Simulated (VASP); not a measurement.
# HC12 in VASP: notebook

HC12 is run at these levels: PBE; tasks: single point.

Program: VASP 6.6.1. These are calculated values, not measurements. Logs are shortened: lines on timing, memory, paths and dates and some standing lists are left out, and cuts for length are marked.

## Step 1: The cell of the first run

The cell holds a slab with vacuum, 26 atoms: a = 5.051 Å, b = 5.051 Å, c = 22.375 Å, α = 90.00°, β = 90.00°, γ = 90.00°.

## Step 2: Single point, PBE

Contents of INCAR:

```
ALGO = Normal
DIPOL = 0.5 0.5 0.294
EDIFF = 1E-6
ENCUT = 520
GGA = PE
IDIPOL = 3
ISIF = 2
ISMEAR = 0
LASPH = T
LCHARG = T
LDIPOL = T
LELF = T
LREAL = Auto
LVACPOTAV = T
LVHAR = T
LWAVE = F
NBANDS = 68
NELM = 80
PREC = Accurate
SIGMA = 0.05
```

Contents of KPOINTS:

```
k-points
0
Gamma
  5 5 1
```

Contents of POSCAR:

```
HC12
1.0
    5.0509324483      0.0000000000      0.0000000000
    0.0000000000      5.0509324483      0.0000000000
    0.0000000000      0.0000000000     22.3754933530
C H
24 2
Direct
    0.0000000000      0.2500000000      0.1787670080
    0.0000000000      0.7500000000      0.1787670080
    0.5000000000      0.2500000000      0.1787670080
    0.5000000000      0.7500000000      0.1787670080
    0.0000000000      0.0000000000      0.2186716990
    0.0000000000      0.5000000000      0.2186716990
    0.5000000000      0.0000000000      0.2186716990
    0.5000000000      0.5000000000      0.2186716990
    0.2500000000      0.0000000000      0.2585763899
    0.2500000000      0.5000000000      0.2585763899
    0.7500000000      0.0000000000      0.2585763899
    0.7500000000      0.5000000000      0.2585763899
    0.2500000000      0.2500000000      0.2976014419
    0.2500000000      0.7500000000      0.2976014419
    0.7500000000      0.2500000000      0.2976014419
    0.7500000000      0.7500000000      0.2976014419
    0.0000000000      0.2500000000      0.3394883053
    0.0000000000      0.7500000000      0.3394883053
    0.5000000000      0.2500000000      0.3394883053
    0.5000000000      0.7500000000      0.3394883053
    0.0000000000      0.0000000000      0.3743154719
    0.0000000000      0.5000000000      0.3743154719
    0.5000000000      0.0000000000      0.3743154719
    0.5000000000      0.5000000000      0.3743154719
    0.9090266986      0.3750000000      0.4905140271
    1.0909733014      0.3750000000      0.4905140271
```

Potentials or basis: VASP PAW PBE potentials, release 64 (C, H).

The run is started by

```sh
$ cat potpaw_PBE.64/C/POTCAR potpaw_PBE.64/H/POTCAR > POTCAR
$ mpirun -np 1 vasp_std > vasp.out
```

OUTCAR:

```text
EDIFF = 1E-6
   ENCUT = 520
   GGA = PE
   ISIF = 2
   ISMEAR = 0
   LASPH = T
   LREAL = Auto
   NELM = 80
   PREC = Accurate

 ion  position               nearest neighbor table
   1  0.000  0.250  0.179-   5 1.55   6 1.55
   2  0.000  0.750  0.179-   5 1.55   6 1.55
   3  0.500  0.250  0.179-   7 1.55   8 1.55
   4  0.500  0.750  0.179-   7 1.55   8 1.55
   5  0.000  0.000  0.219-   9 1.55  11 1.55   1 1.55   2 1.55
   6  0.000  0.500  0.219-  10 1.55  12 1.55   1 1.55   2 1.55
   7  0.500  0.000  0.219-   9 1.55  11 1.55   3 1.55   4 1.55
   8  0.500  0.500  0.219-  10 1.55  12 1.55   3 1.55   4 1.55
   9  0.250  0.000  0.259-  13 1.54  14 1.54   5 1.55   7 1.55
  10  0.250  0.500  0.259-  13 1.54  14 1.54   6 1.55   8 1.55
[... 8 lines left out ...]
  19  0.500  0.250  0.339-  23 1.48  24 1.48  13 1.57  15 1.57
  20  0.500  0.750  0.339-  23 1.48  24 1.48  14 1.57  16 1.57
  21  0.000  0.000  0.374-  17 1.48  18 1.48
  22  0.000  0.500  0.374-  17 1.48  18 1.48
  23  0.500  0.000  0.374-  19 1.48  20 1.48
  24  0.500  0.500  0.374-  19 1.48  20 1.48
  25  0.909  0.375  0.491-
  26  0.091  0.375  0.491-

  LATTYP: Found a simple tetragonal cell.
 ALAT       =     5.0509324483
 C/A-ratio  =     4.4299727985

  Lattice vectors:

 A1 = (   5.0509324483,   0.0000000000,   0.0000000000)
 A2 = (   0.0000000000,   5.0509324483,   0.0000000000)
 A3 = (   0.0000000000,   0.0000000000,  22.3754933530)

Analysis of symmetry for initial positions (statically):
=====================================================================
 Subroutine PRICEL returns:
 Original cell was already a primitive cell.

 Routine SETGRP: Setting up the symmetry group for a
 simple tetragonal supercell.

 Subroutine GETGRP returns: Found  2 space group operations
 (whereof  2 operations were pure point group operations)
 out of a pool of 16 trial point group operations.

The static configuration has the point symmetry C_1h.

Analysis of symmetry for dynamics (positions and initial velocities):
=====================================================================
 Subroutine PRICEL returns:
 Original cell was already a primitive cell.

 Routine SETGRP: Setting up the symmetry group for a
 simple tetragonal supercell.

 Subroutine GETGRP returns: Found  2 space group operations
 (whereof  2 operations were pure point group operations)
 out of a pool of 16 trial point group operations.

The dynamic configuration has the point symmetry C_1h.

 Subroutine INISYM returns: Found  2 space group operations
 (whereof  2 operations are pure point group operations),
 and found     1 'primitive' translations

----------------------------------------------------------------------------------------

                                     Primitive cell

  volume of cell :     570.8418

  direct lattice vectors                    reciprocal lattice vectors
     5.050932448  0.000000000  0.000000000     0.197983246  0.000000000  0.000000000
     0.000000000  5.050932448  0.000000000     0.000000000  0.197983246  0.000000000
     0.000000000  0.000000000 22.375493353     0.000000000  0.000000000  0.044691752

  length of vectors
     5.050932448  5.050932448 22.375493353     0.197983246  0.197983246  0.044691752

  position of ions in fractional coordinates (direct lattice)
     0.000000000  0.250000000  0.178767008
     0.000000000  0.750000000  0.178767008
     0.500000000  0.250000000  0.178767008
     0.500000000  0.750000000  0.178767008
     0.000000000  0.000000000  0.218671699
     0.000000000  0.500000000  0.218671699
[... 18 lines left out ...]
     0.909026699  0.375000000  0.490514027
     0.090973301  0.375000000  0.490514027

  ion indices of the primitive-cell ions
   primitive index   ion index
                 1           1
                 2           2
                 3           3
                 4           4
                 5           5
                 6           6
[... 18 lines left out ...]
                25          25
                26          26

----------------------------------------------------------------------------------------

 KPOINTS: k-points

Automatic generation of k-mesh.
 Grid dimensions read from file:
 generate k-points for:    5    5    1

 Generating k-lattice:

  Cartesian coordinates                     Fractional coordinates (reciprocal lattice)
     0.039596649  0.000000000  0.000000000     0.200000000  0.000000000  0.000000000
     0.000000000  0.039596649  0.000000000     0.000000000  0.200000000  0.000000000
     0.000000000  0.000000000  0.044691752     0.000000000  0.000000000  1.000000000

  Length of vectors
     0.039596649  0.039596649  0.044691752

  Shift w.r.t. Gamma in fractional coordinates (k-lattice)
     0.000000000  0.000000000  0.000000000

 Subroutine IBZKPT returns following result:
 ===========================================

 Found      9 irreducible k-points:

 Following reciprocal coordinates:
            Coordinates               Weight
  0.000000  0.000000  0.000000      1.000000
  0.200000  0.000000  0.000000      2.000000
  0.000000  0.200000  0.000000      2.000000
  0.400000  0.000000  0.000000      2.000000
  0.000000  0.400000  0.000000      2.000000
  0.200000  0.200000  0.000000      4.000000
  0.400000  0.200000  0.000000      4.000000
 -0.200000  0.400000  0.000000      4.000000
  0.400000  0.400000  0.000000      4.000000
   k-points           NKPTS =      9   k-points in BZ     NKDIM =      9   number of bands    NBANDS=     68
   number of dos      NEDOS =    301   number of ions     NIONS =     26
   total plane-waves  NPLWV = 268800
   dimension x,y,z NGX =    40 NGY =   40 NGZ =  168
   dimension x,y,z NGXF=    80 NGYF=   80 NGZF=  336
   ions per type =              24   2
   NGX,Y,Z   is equivalent  to a cutoff of  13.17, 13.17, 12.48 a.u.
   NGXF,Y,Z  is equivalent  to a cutoff of  26.33, 26.33, 24.96 a.u.
 SYSTEM =  unknown system
   PREC   = accura    normal or accurate (medium, high low for compatibility)
   ISTART =      0    job   : 0-new  1-cont  2-samecut
   ICHARG =      2    charge: 1-file 2-atom 10-const
   ISPIN  =      1    spin polarized calculation?
   LNONCOLLINEAR =      F non collinear calculations
   LSORBIT =      F    spin-orbit coupling
   LASPH  =      T    aspherical Exc in radial PAW
   ENCUT  =  520.0 eV  38.22 Ry    6.18 a.u.   9.39  9.39 41.60*2*pi/ulx,y,z
   NELM   =     80;   NELMIN=  2; NELMDL= -5     # of ELM steps
   EDIFF  = 0.1E-05   stopping-criterion for ELM
   LREAL  =      T    real-space projection
   EDIFFG = 0.1E-04   stopping-criterion for IOM
   NSW    =      0    number of steps for IOM
   IBRION =     -1    ionic relax: 0-MD 1-quasi-New 2-CG
   NFREE  =      0    steps in history (QN), initial steepest desc. (CG)
   ISIF   =      2    stress and relaxation
   ISYM   =      2    0-nonsym 1-usesym 2-fastsym
   POTIM  = 0.5000    time-step for ionic-motion
   TEBEG  =    0.0;   TEEND  =   0.0 temperature during run
   PSTRESS=    0.0 pullay stress
   NELECT =      98.0000    total number of electrons
   NUPDOWN=      -1.0000    fix difference up-down
   EMIN   =  10.00;   EMAX   =-10.00  energy-range for DOS
   EFERMI =   0.00;   METHOD = LEGACY
   ISMEAR =     0;   SIGMA  =   0.05  broadening in eV -4-tet -1-fermi 0-gaus
   EFERMI_NEDOS =   21; number of points for ismear=-14 and -15
   IALGO  =     38    algorithm
   IMIX   =      4    mixing-type and parameters
     AMIX     =   0.40;   BMIX     =  1.00
     AMIX_MAG =   1.60;   BMIX_MAG =  1.00
  volume/ion in A,a.u.               =      21.96       148.16
  Fermi-wavevector in a.u.,A,eV,Ry     =   0.909868  1.719401 11.263710  0.827859
  Thomas-Fermi vector in A             =   2.033963
   LORBIT       =      0    0 simple, 1 ext, 2 COOP (PROOUT), +10 PAW based schemes
   GGA     = PE    functional components
   LHFCALC =     F    Hartree Fock is set to
   AEXX    =    0.0000 exact exchange contribution
   IVDW    =     0    specifies the selected vdW correction
   LEPSILON=     F    determine dielectric tensor
   LRPA    =     F    only Hartree local field effects (RPA)
 non-spin polarized calculation
 Gauss-broadening in eV      SIGMA  =   0.05
  energy-cutoff  :      520.00
  volume of cell :      570.84
 maximum number of plane-waves:     15407
 NGX is ok and might be reduce to    40
   NGX = 19   NGY = 19   NGZ = 83

 dipolmoment           0.000000      0.000000      0.112358 electrons x Angstroem

 number of electron      98.0000007 magnetization

 dipolmoment           0.000000      0.000000     -0.083156 electrons x Angstroem

 Free energy of the ion-electron system (eV)
  ---------------------------------------------------
  ext. energy  EPLUGINS =         0.00000000
  ---------------------------------------------------
  free energy    TOTEN  =      -197.49172268 eV

  energy without entropy =     -197.47417778  energy(sigma->0) =     -197.48295023

 E-fermi :  -3.0731     XC(G=0):  -4.4188

 val. band max:       -3.0761750975   @ k =   0.4000   0.2000   0.0000
 cond. band min:      -3.0527305103   @ k =   0.2000   0.0000   0.0000
 fundamental gap:      0.0234445872
 Fermi energy:        -3.0730823366

 k-point     1 :       0.0000    0.0000    0.0000
  band No.  band energies     occupation
      1     -23.7924      2.00000
      2     -21.1369      2.00000
      3     -19.6339      2.00000
      4     -19.5697      2.00000
      5     -19.5056      2.00000
      6     -19.3511      2.00000
[... 53 lines left out ...]
     60       3.1934      0.00000
     61       3.5621      0.00000

 k-point     2 :       0.2000    0.0000    0.0000
  band No.  band energies     occupation
      1     -23.6111      2.00000
      2     -20.9748      2.00000
      3     -20.9613      2.00000
      4     -19.3992      2.00000
      5     -19.3351      2.00000
      6     -18.7440      2.00000
[... 437 lines left out ...]
     60       3.8949      0.00000
     61       4.1629      0.00000

 k-point     9 :       0.4000    0.4000    0.0000
  band No.  band energies     occupation
      1     -22.3532      2.00000
      2     -21.4719      2.00000
      3     -21.4683      2.00000
      4     -20.5971      2.00000
      5     -19.7977      2.00000
      6     -19.0181      2.00000
[... 53 lines left out ...]
     60       4.0548      0.00000
     61       4.5983      0.00000
 [bands above 61 left out]

------------------------ aborting loop because EDIFF is reached ----------------------------------------

  FORCE on cell =-STRESS in cart. coord.  units (eV):
  Direction    XX          YY          ZZ          XY          YZ          ZX
  --------------------------------------------------------------------------------------
  -------------------------------------------------------------------------------------
  Total      -28.6384737     -3.8580837     -6.1702612      0.0000000     -0.0950651      0.0000000
  in kB      -80.3793909    -10.8284548    -17.3180262      0.0000000     -0.2668186      0.0000000
  external PRESSURE =     -36.1752906 kB  Pullay stress =       0.0000000 kB

 VOLUME and BASIS-vectors are now :
 -----------------------------------------------------------------------------
  energy-cutoff  :      520.00
  volume of cell :      570.84
      direct lattice vectors                 reciprocal lattice vectors
     5.050932448  0.000000000  0.000000000     0.197983246  0.000000000  0.000000000
     0.000000000  5.050932448  0.000000000     0.000000000  0.197983246  0.000000000
     0.000000000  0.000000000 22.375493353     0.000000000  0.000000000  0.044691752

 POSITION                                       TOTAL-FORCE (eV/Angst)
 -----------------------------------------------------------------------------------
      0.00000      1.26273      4.00000         0.000000     -0.001865      2.214122
      0.00000      3.78820      4.00000         0.000000      0.001863      2.219101
      2.52547      1.26273      4.00000         0.000000      0.005621      2.184239
      2.52547      3.78820      4.00000         0.000000     -0.005527      2.182716
      0.00000      0.00000      4.89289         0.000000      0.000597     -2.622894
      0.00000      2.52547      4.89289         0.000000     -0.000400     -2.615774
[... 18 lines left out ...]
      4.59143      1.89410     10.97549         3.456711     -0.017003      0.056022
      0.45950      1.89410     10.97549        -3.456711     -0.017003      0.056022
 -----------------------------------------------------------------------------------
    total drift:                                0.000000     -0.000003      0.045359

  FREE ENERGIE OF THE ION-ELECTRON SYSTEM (eV)
  ---------------------------------------------------
  free  energy   TOTEN  =      -197.4917226776 eV

  energy  without entropy=     -197.4741777792  energy(sigma->0) =     -197.48295023

 vacuum level on the upper side and lower side of the slab         3.832         4.422
```

Run time: 28 min. Hardware: 1 thread of AMD EPYC 7R43 (Zen 3), shared host; peak memory 0.6 GiB.

Results:

```
Free energy            : -197.4917 eV
Largest force          : 3.457 eV/Å
Band gap on the k mesh : zero (band 49 reaches -3.03 eV, above the bottom of band 50 at -3.12 eV)
```

Forces in eV/Å, atoms in the order of the input:
```
C    0.000 -0.002  2.214
C    0.000  0.002  2.219
C    0.000  0.006  2.184
C    0.000 -0.006  2.183
C    0.000  0.001 -2.623
C    0.000  0.000 -2.616
C    0.000 -0.002 -2.537
C    0.000  0.001 -2.549
C    0.034  0.002  0.341
C    0.058 -0.001  0.341
C   -0.034  0.002  0.341
C   -0.058 -0.001  0.341
C    0.106  0.008  0.031
C    0.084 -0.009  0.035
C   -0.106  0.008  0.031
C   -0.084 -0.009  0.035
C    0.000 -0.028  0.175
C    0.000  0.038  0.096
C    0.000  0.015 -0.145
C    0.000 -0.018 -0.065
C    0.000 -0.029 -0.012
C    0.000  0.045 -0.229
C    0.000  0.033  0.035
C    0.000 -0.022  0.062
H    3.457 -0.017  0.056
H   -3.457 -0.017  0.056
```

## Step 3: Single point, PBE

Contents of INCAR:

```
SYSTEM = HC12
PREC = Accurate
ENCUT = 520
EDIFF = 1E-6
ISMEAR = 0
SIGMA = 0.05
LREAL = Auto
LASPH = .True.
NELM = 80
ALGO = Normal
ISIF = 2
LWAVE = .False.
LCHARG = .False.
LDIPOL = .True.
IDIPOL = 3
DIPOL = 0.5 0.5 0.298
GGA = PE
NBANDS = 68
```

Contents of KPOINTS:

```
Automatic mesh
0
Gamma
  5 5 1
  0 0 0
```

POSCAR: that of step 2 with these lines changed.

```diff
@@ -32,3 +32,3 @@
     0.5000000000      0.5000000000      0.3743154719
-    0.9090266986      0.3750000000      0.4905140271
-    1.0909733014      0.3750000000      0.4905140271
+    0.9090266986      0.3750000000      0.5352057791
+    1.0909733014      0.3750000000      0.5352057791
```

Potentials or basis: VASP PAW PBE potentials, release 64 (C, H).

The run is started by

```sh
$ cat potpaw_PBE.64/C/POTCAR potpaw_PBE.64/H/POTCAR > POTCAR
$ mpirun -np 1 vasp_std > vasp.out
```

It took 27 min on 1 thread of AMD EPYC 7R43 (Zen 3), shared host; peak memory 0.6 GiB.

The run converged. Its results:

```
Free energy            : -197.5356 eV
Largest force          : 3.532 eV/Å
Band gap on the k mesh : zero (band 49 reaches -3.15 eV, above the bottom of band 50 at -3.22 eV)
```

Forces on the atoms (eV/Å):
```
C    0.000  0.000  2.224
C    0.000  0.000  2.225
C    0.000  0.000  2.221
C    0.000  0.000  2.221
C    0.000  0.000 -2.618
C    0.000  0.000 -2.617
C    0.000  0.000 -2.609
C    0.000  0.000 -2.609
C    0.004  0.000  0.361
C    0.005  0.000  0.361
C   -0.004  0.000  0.361
C   -0.005  0.000  0.361
C    0.012  0.000  0.008
C    0.010  0.000  0.009
C   -0.012  0.000  0.008
C   -0.010  0.000  0.009
C    0.000 -0.001  0.002
C    0.000  0.001 -0.004
C    0.000  0.001 -0.033
C    0.000 -0.001 -0.027
C    0.000 -0.002  0.033
C    0.000  0.003  0.020
C    0.000  0.002  0.045
C    0.000 -0.001  0.050
H    3.532 -0.001 -0.001
H   -3.532 -0.001 -0.001
```

Levels at points of the mesh, in eV from the Fermi level:
```csv
k point,band 45,band 46,band 47,band 48,band 49,band 50,band 51,band 52,band 53,band 54
"(0.00, 0.00, 0.00)",-1.20,-1.17,-0.80,-0.19,-0.17,-0.03,0.24,0.41,0.95,2.70
```

## Step 4: Single point, PBE

INCAR: that of step 3 with these lines changed.

```diff
@@ -8,3 +8,3 @@
 LASPH = .True.
-NELM = 80
+NELM = 100
 ALGO = Normal
@@ -15,3 +15,3 @@
 IDIPOL = 3
-DIPOL = 0.5 0.5 0.298
+DIPOL = 0.5 0.5 0.287
 GGA = PE
```

KPOINTS is that of step 3.

POSCAR: that of step 3 with these lines changed.

```diff
@@ -32,3 +32,3 @@
     0.5000000000      0.5000000000      0.3743154719
-    0.9090266986      0.3750000000      0.5352057791
-    1.0909733014      0.3750000000      0.5352057791
+    0.8520075238      0.3750000000      0.3944267603
+    1.1479924762      0.3750000000      0.3944267603
```

The run is started by

```sh
$ cat potpaw_PBE.64/C/POTCAR potpaw_PBE.64/H/POTCAR > POTCAR
$ mpirun -np 1 vasp_std > vasp.out
```

It took 24 min on 1 thread of AMD EPYC 7R43 (Zen 3), shared host; peak memory 0.6 GiB.

Results (log left out):

```
Free energy            : -198.5961 eV
Largest force          : 5.680 eV/Å
Band gap on the k mesh : zero (band 49 reaches -2.88 eV, above the bottom of band 50 at -3.06 eV)
```

Forces in eV/Å, atoms in the order of the input:
```
C    0.000  0.006  2.143
C    0.000 -0.015  2.122
C    0.000  0.057  2.227
C    0.000 -0.068  2.232
C    0.000  0.018 -2.485
C    0.000  0.006 -2.483
C    0.000 -0.044 -2.554
C    0.000 -0.004 -2.625
C    0.257  0.010  0.148
C    0.091 -0.040  0.244
C   -0.257  0.010  0.148
C   -0.091 -0.040  0.244
C   -0.356 -0.202 -0.315
C   -0.353 -0.171  0.158
C    0.356 -0.202 -0.315
C    0.353 -0.171  0.158
C    0.000 -2.021 -5.308
C    0.000  0.716 -0.372
C    0.000  0.025 -0.116
C    0.000  0.041  0.079
C    0.000  0.048  0.518
C    0.000 -1.599 -0.218
C    0.000  0.094  0.150
C    0.000 -0.404  0.200
H   -2.693  1.975  3.010
H    2.693  1.975  3.010
```

Levels at points of the mesh, in eV from the Fermi level:
```tsv
k point	band 46	band 47	band 48	band 49	band 50	band 51	band 52	band 53
(0.00, 0.00, 0.00)	-1.11	-0.71	-0.28	-0.21	-0.18	0.15	0.72	1.82
```

(Continued in part 2 of 2.)
